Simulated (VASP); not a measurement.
Here is a VASP 6.6.1 calculation.

INCAR

```
PREC = Accurate
ENCUT = 600
EDIFF = 1E-6
ISMEAR = -1
SIGMA = 0.1
LREAL = False
LASPH = True
NELM = 200
ALGO = Normal
ISIF = 2
LWAVE = False
LCHARG = True
GGA = PE
LELF = True
LVHAR = True
NBANDS = 18
GGA_COMPAT = False
LMAXMIX = 6
```

File KPOINTS:

```
regular mesh
0
Gamma
  1 1 1
```

Contents of POSCAR:

```
PmS
1.0
    0.0000000000      2.8250000000      2.8250000000
    2.8250000000      0.0000000000      2.8250000000
    2.8250000000      2.8250000000      0.0000000000
Pm S
1 1
Direct
    0.0000000000      0.0000000000      0.0000000000
    0.5000000000      0.5000000000      0.5000000000
```

Potentials or basis: VASP PAW PBE potentials, release 64 (Pm, S).

Run with:

```sh
$ cat potpaw_PBE.64/Pm/POTCAR potpaw_PBE.64/S/POTCAR > POTCAR
$ mpirun -np 1 vasp_gam > vasp.out
```

Q: Estimate the pressure.

A: 26.7 GPa.

Caveat: the k points lie up to 1.93 Å⁻¹ apart; spin-orbit coupling is left out, which moves the levels of the heavy elements; without U or exact exchange the open f shell lies at the Fermi level, which spoils levels, moments and volumes. Spin polarisation is off, so any magnetic state and its effect on volume and gap are missing.
